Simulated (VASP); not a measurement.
Zn7S8 (a cell with a defect), 15 atoms in the cell. The cell holds a defect, 15 atoms: a = 7.620 Å, b = 7.620 Å, c = 7.620 Å, α = 60.00°, β = 60.00°, γ = 60.00°. 

- Program: VASP 6.6.1
- Task: single point
- Functional: r2SCAN
- Potentials or basis: VASP PAW PBE potentials, release 64 (Zn, S)
- Cutoff: 520 eV
- k mesh: 2 × 2 × 2
- Occupations: gaussian, width 0.02 eV
- Spin: no spin polarisation
- Dipole correction: no
- Charge: -2
- Further INCAR settings: LREAL = Auto; ALGO = Normal; EDIFF = 1e-06; NBANDS = 79; NELECT = 134.0

Potentials or basis: VASP PAW PBE potentials, release 64 (Zn, S).

Command:

```bash
$ cat potpaw_PBE.64/Zn/POTCAR potpaw_PBE.64/S/POTCAR > POTCAR
$ cp INCAR.step1 INCAR
$ mpirun -np 1 vasp_std > vasp.out
$ cp INCAR.step2 INCAR
$ mpirun -np 1 vasp_std > vasp.out
```

Hardware: 1 thread of Intel(R) Xeon(R) Platinum 8259CL CPU @ 2.50GHz (Skylake/Cascade Lake), on a shared host.

Problem. Estimate the wall time of this run.

Solution. Run time: 17 min on 1 thread of Intel(R) Xeon(R) Platinum 8259CL CPU @ 2.50GHz (Skylake/Cascade Lake), on a shared host, peak memory 0.58 GiB. Counts: k points 6.
